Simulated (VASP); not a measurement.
A run of VASP 6.6.1 is set up as follows.

Contents of INCAR:

```
PREC = Accurate ; ENCUT = 520
EDIFF = 1E-6 ; ISMEAR = 0
SIGMA = 0.15 ; LREAL = False
LASPH = True ; NELM = 60
ALGO = Normal ; ISIF = 2
LWAVE = False ; LCHARG = False
GGA = PS ; NBANDS = 29
```

Contents of KPOINTS:

```
Automatic mesh
0
Gamma
  8 8 6
```

The input POSCAR:

```
BiTe
1.0
    0.0000000000     -3.1971538320     -3.1971538320
    0.0000000000      3.1971538320     -3.1971538320
    6.3943076639      0.0000000000      0.0000000000
Bi Te
2 2
Direct
    0.5000000000      0.5000000000      0.5000000000
    0.0000000000      0.0000000000      0.0000000000
    0.5000000000      0.5000000000      0.0000000000
    0.0000000000      0.0000000000      0.5000000000
```

Potentials or basis: VASP PAW PBE potentials, release 64 (Bi_d, Te).

The run is started by

```sh
$ cat potpaw_PBE.64/Bi_d/POTCAR potpaw_PBE.64/Te/POTCAR > POTCAR
$ mpirun -np 1 vasp_std > vasp.out
```

(1) What does it give for the pressure?

(2) Predict the band gap on the k mesh.

Answers

(1) -0.1 GPa.

(2) zero (band 21 reaches 9.41 eV, above the bottom of band 22 at 6.05 eV).

Caveat: the PAW data sets were made with another functional, which shifts forces and pressure a little; spin-orbit coupling is left out, which moves the levels of the heavy elements.
